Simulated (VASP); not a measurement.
# Li3Ag (Fm-3m) in VASP: further runs

The runs below take Li3Ag through single point, with LDA.

All numbers are computed with VASP 6.6.1; they aren't measurements. Logs are shortened: lines on timing, memory, paths and dates and some standing lists are left out, and cuts for length are marked.

**1. The cell of the first run**

The structure is cubic, space group Fm-3m (No. 225). The conventional cell has a = 6.404 Å, b = 6.404 Å, c = 6.404 Å, α = 90.00°, β = 90.00°, γ = 90.00°. Within 3.7 Å of Li (site symmetry -43m) lie 10 Li at 2.77 to 3.20 Å and 4 Ag at 2.77 Å. Within 3.7 Å of Li (site symmetry m-3m) lie 8 Li at 2.77 Å and 6 Ag at 3.20 Å. Ag (site symmetry m-3m) has 14 Li at 2.77 to 3.20 Å within 3.7 Å.

**2. Single point, LDA**

Contents of INCAR:

```
PREC = Accurate
ENCUT = 520
EDIFF = 1E-6
ISMEAR = 1
SIGMA = 0.1
LREAL = F
LASPH = T
NELM = 80
ALGO = Normal
ISIF = 2
LWAVE = F
LCHARG = F
GGA = CA
NBANDS = 18
```

Contents of KPOINTS:

```
Automatic mesh
0
Gamma
  6 6 6
```

Contents of POSCAR:

```
Li3Ag
1.0
    4.5282410000      0.0000000000      0.0000000000
    2.2641205000      3.9215717405      0.0000000000
    2.2641205000      1.3071905802      3.6972932941
Li Ag
3 1
Direct
    0.2500000000      0.2500000000      0.2500000000
    0.7500000000      0.7500000000      0.7500000000
    0.5000000000      0.5000000000      0.5000000000
    0.0000000000      0.0000000000      0.0000000000
```

Potentials or basis: VASP PAW LDA potentials, release 64 (Li_sv, Ag).

Started as:

```
$ cat potpaw_LDA.64/Li_sv/POTCAR potpaw_LDA.64/Ag/POTCAR > POTCAR
$ mpirun -np 1 vasp_std > vasp.out
```

OUTCAR:

```text
PREC = Accurate
   ENCUT = 520
   EDIFF = 1E-6
   ISMEAR = 1
   LREAL = F
   LASPH = T
   NELM = 80
   ISIF = 2
   GGA = CA

 ion  position               nearest neighbor table
   1  0.250  0.250  0.250-   4 2.77   4 2.77   4 2.77   4 2.77
   2  0.750  0.750  0.750-   4 2.77   4 2.77   4 2.77   4 2.77
   3  0.500  0.500  0.500-
   4  0.000  0.000  0.000-   2 2.77   1 2.77   2 2.77   1 2.77   1 2.77   2 2.77   1 2.77   2 2.77

  LATTYP: Found a face centered cubic cell.
 ALAT       =     6.4038998359

  Lattice vectors:

 A1 = (   4.5282410000,   0.0000000000,   0.0000000000)
 A2 = (   2.2641205000,   3.9215717405,   0.0000000000)
 A3 = (   2.2641205000,   1.3071905802,   3.6972932941)

Analysis of symmetry for initial positions (statically):
=====================================================================
 Subroutine PRICEL returns:
 Original cell was already a primitive cell.

 Routine SETGRP: Setting up the symmetry group for a
 face centered cubic supercell.

 Subroutine GETGRP returns: Found 48 space group operations
 (whereof 48 operations were pure point group operations)
 out of a pool of 48 trial point group operations.

The static configuration has the point symmetry O_h .

Analysis of symmetry for dynamics (positions and initial velocities):
=====================================================================
 Subroutine PRICEL returns:
 Original cell was already a primitive cell.

 Routine SETGRP: Setting up the symmetry group for a
 face centered cubic supercell.

 Subroutine GETGRP returns: Found 48 space group operations
 (whereof 48 operations were pure point group operations)
 out of a pool of 48 trial point group operations.

The dynamic configuration has the point symmetry O_h .

 Subroutine INISYM returns: Found 48 space group operations
 (whereof 48 operations are pure point group operations),
 and found     1 'primitive' translations

----------------------------------------------------------------------------------------

                                     Primitive cell

  volume of cell :      65.6559

  direct lattice vectors                    reciprocal lattice vectors
[... 78 lines left out ...]
   LSORBIT =      F    spin-orbit coupling
   LASPH  =      T    aspherical Exc in radial PAW
   ENCUT  =  520.0 eV  38.22 Ry    6.18 a.u.   8.42  8.42  8.42*2*pi/ulx,y,z
   NELM   =     80;   NELMIN=  2; NELMDL= -5     # of ELM steps
   EDIFF  = 0.1E-05   stopping-criterion for ELM
   LREAL  =      F    real-space projection
   EDIFFG = 0.1E-04   stopping-criterion for IOM
   NSW    =      0    number of steps for IOM
   IBRION =     -1    ionic relax: 0-MD 1-quasi-New 2-CG
   NFREE  =      0    steps in history (QN), initial steepest desc. (CG)
   ISIF   =      2    stress and relaxation
   ISYM   =      2    0-nonsym 1-usesym 2-fastsym
   POTIM  = 0.5000    time-step for ionic-motion
   TEBEG  =    0.0;   TEEND  =   0.0 temperature during run
   PSTRESS=    0.0 pullay stress
   NELECT =      20.0000    total number of electrons
   NUPDOWN=      -1.0000    fix difference up-down
   EMIN   =  10.00;   EMAX   =-10.00  energy-range for DOS
   EFERMI =   0.00;   METHOD = LEGACY
   ISMEAR =     1;   SIGMA  =   0.10  broadening in eV -4-tet -1-fermi 0-gaus
   EFERMI_NEDOS =   21; number of points for ismear=-14 and -15
   IALGO  =     38    algorithm
   IMIX   =      4    mixing-type and parameters
     AMIX     =   0.40;   BMIX     =  1.00
     AMIX_MAG =   1.60;   BMIX_MAG =  1.00
  volume/ion in A,a.u.               =      16.41       110.77
  Fermi-wavevector in a.u.,A,eV,Ry     =   1.101523  2.081577 16.508673  1.213353
  Thomas-Fermi vector in A             =   2.237952
   LORBIT       =      0    0 simple, 1 ext, 2 COOP (PROOUT), +10 PAW based schemes
   GGA     = CA    functional components
   LHFCALC =     F    Hartree Fock is set to
   AEXX    =    0.0000 exact exchange contribution
   IVDW    =     0    specifies the selected vdW correction
   LEPSILON=     F    determine dielectric tensor
   LRPA    =     F    only Hartree local field effects (RPA)
 non-spin polarized calculation
 Methfessel and Paxton  Order N= 1 SIGMA  =   0.10
  energy-cutoff  :      520.00
  volume of cell :       65.66
 maximum number of plane-waves:      1807
 NGX is ok and might be reduce to    36
   NGX = 17   NGY = 17   NGZ = 17

 number of electron      19.9999979 magnetization

 Free energy of the ion-electron system (eV)
  ---------------------------------------------------
  ext. energy  EPLUGINS =         0.00000000
  ---------------------------------------------------
  free energy    TOTEN  =       -10.46534403 eV

  energy without entropy =      -10.46609660  energy(sigma->0) =      -10.46559489

 E-fermi :   3.1048     XC(G=0):  -9.0270

 val. band max:        3.0560266616   @ k =   0.5000   0.3333  -0.0000
 cond. band min:       3.1521004950   @ k =   0.5000   0.5000  -0.0000
 fundamental gap:      0.0960738334
 Fermi energy:         3.1047794257

 k-point     1 :       0.0000    0.0000    0.0000
  band No.  band energies     occupation
      1     -42.4487      2.00000
      2     -42.0342      2.00000
      3     -42.0231      2.00000
      4      -1.9872      2.00000
      5      -1.7179      2.00000
      6      -1.7179      2.00000
[... 313 lines left out ...]
      5      -1.6587      2.00000
      6      -1.5223      2.00000
[... 10 lines left out ...]
     17      13.3418      0.00000
     18      13.8896      0.00000

------------------------ aborting loop because EDIFF is reached ----------------------------------------

  FORCE on cell =-STRESS in cart. coord.  units (eV):
  Direction    XX          YY          ZZ          XY          YZ          ZX
  --------------------------------------------------------------------------------------
  -------------------------------------------------------------------------------------
  Total       -0.8973203     -0.8973203     -0.8973203     -0.0000000     -0.0000000     -0.0000000
  in kB      -21.8969935    -21.8969935    -21.8969935     -0.0000000     -0.0000000     -0.0000000
  external PRESSURE =     -21.8969935 kB  Pullay stress =       0.0000000 kB

 VOLUME and BASIS-vectors are now :
 -----------------------------------------------------------------------------
  energy-cutoff  :      520.00
  volume of cell :       65.66
      direct lattice vectors                 reciprocal lattice vectors
     4.528241000  0.000000000  0.000000000     0.220836303 -0.127499899 -0.090156043
     2.264120500  3.921571741  0.000000000     0.000000000  0.254999798 -0.090156043
     2.264120500  1.307190580  3.697293294     0.000000000  0.000000000  0.270468129

 POSITION                                       TOTAL-FORCE (eV/Angst)
 -----------------------------------------------------------------------------------
      2.26412      1.30719      0.92432         0.000000     -0.000000      0.000000
      6.79236      3.92157      2.77297        -0.000000     -0.000000     -0.000000
      4.52824      2.61438      1.84865         0.000000      0.000000      0.000000
      0.00000      0.00000      0.00000         0.000000      0.000000      0.000000
 -----------------------------------------------------------------------------------
    total drift:                                0.000000     -0.000000      0.000000

  FREE ENERGIE OF THE ION-ELECTRON SYSTEM (eV)
  ---------------------------------------------------
  free  energy   TOTEN  =       -10.4653440348 eV

  energy  without entropy=      -10.4660966006  energy(sigma->0) =      -10.46559489
```

OSZICAR:

```text
N       E                     dE             d eps       ncg     rms          rms(c)
DAV:   1     0.105583638402E+03    0.10558E+03   -0.89945E+03   584   0.114E+03
DAV:   2     0.161113410817E+01   -0.10397E+03   -0.98444E+02   638   0.262E+02
DAV:   3    -0.109823282265E+02   -0.12593E+02   -0.12475E+02  1094   0.536E+01
DAV:   4    -0.112525497060E+02   -0.27022E+00   -0.27002E+00   700   0.122E+01
DAV:   5    -0.112609293340E+02   -0.83796E-02   -0.83784E-02   866   0.153E+00    0.570E+00
DAV:   6    -0.105398504189E+02    0.72108E+00   -0.36963E+00   606   0.167E+01    0.279E+00
DAV:   7    -0.104764971919E+02    0.63353E-01   -0.25401E-01   620   0.397E+00    0.611E-01
DAV:   8    -0.104674765027E+02    0.90207E-02   -0.12299E-02   764   0.803E-01    0.209E-01
DAV:   9    -0.104653265589E+02    0.21499E-02   -0.31581E-03   822   0.382E-01    0.423E-02
DAV:  10    -0.104653437536E+02   -0.17195E-04   -0.13718E-04   758   0.783E-02    0.681E-03
DAV:  11    -0.104653440348E+02   -0.28120E-06   -0.30441E-06   786   0.113E-02
   1 F= -.10465344E+02 E0= -.10465595E+02  d E =0.752566E-03
```

stdout:

```text
POSCAR found type information on POSCAR LiAg
 POSCAR found :  2 types and       4 ions
 scaLAPACK will be used
 LDA part: xc-table for (Slater(with rela. corr.)+CA(PZ))
 , standard interpolation
 POSCAR, INCAR and KPOINTS ok, starting setup
 FFT: planning ... GRIDC
 FFT: planning ... GRID_SOFT
 FFT: planning ... GRID
 WAVECAR not read
 entering main loop
```

Run time: 9.3 s. Hardware: 1 thread of AMD EPYC 9R45 (Zen 5), shared host; peak memory 0.14 GiB.

What came out:

```yaml
Free_energy: -10.4653 eV
Band_gap_on_the_k_mesh: zero (band 10 reaches 6.95 eV, above the bottom of band 11 at 2.46 eV)
```

Caveat: the cutoff is under 1.25 times the usual one of these potentials, so pressure, stress and relaxed cells hold a basis-set (Pulay) error.

**3. Single point, LDA**

Contents of INCAR:

```
SYSTEM = Li3Ag
PREC = Accurate
ENCUT = 520
EDIFF = 1E-7
ISMEAR = 1
SIGMA = 0.1
LREAL = .FALSE.
LASPH = .TRUE.
NELM = 60
ALGO = Normal
ISIF = 2
LWAVE = .FALSE.
LCHARG = .FALSE.
GGA = CA
NBANDS = 18
```

Contents of KPOINTS:

```
regular mesh
0
G
  6 6 6
  0 0 0
```

POSCAR is that of step 2.

Potentials or basis: VASP PAW LDA potentials, release 64 (Li_sv, Ag).

Started as:

```
$ cat potpaw_LDA.64/Li_sv/POTCAR potpaw_LDA.64/Ag/POTCAR > POTCAR
$ mpirun -np 1 vasp_std > vasp.out
```

Run time: 8.9 s. Hardware: 1 thread of AMD EPYC 9R45 (Zen 5), shared host; peak memory 0.14 GiB.

Results (log left out):

| Item | Value |
| --- | --- |
| Free energy | -10.4653 eV |
| Band gap on the k mesh | zero (band 10 reaches 6.95 eV, above the bottom of band 11 at 2.46 eV) |

Levels at points of the mesh, in eV from the Fermi level:
```csv
k point,band 8,band 9,band 10,band 11,band 12,band 13
"(0.00, 0.00, 0.00)",-4.59,-4.59,3.84,3.84,3.84,4.88
"(0.50, 0.00, 0.00)",-4.53,-3.15,-2.03,2.89,2.89,3.72
"(0.50, 0.50, 0.00)",-4.50,-2.35,-1.32,0.05,0.05,3.52
```

Caveat: the cutoff is under 1.25 times the usual one of these potentials, so pressure, stress and relaxed cells hold a basis-set (Pulay) error.
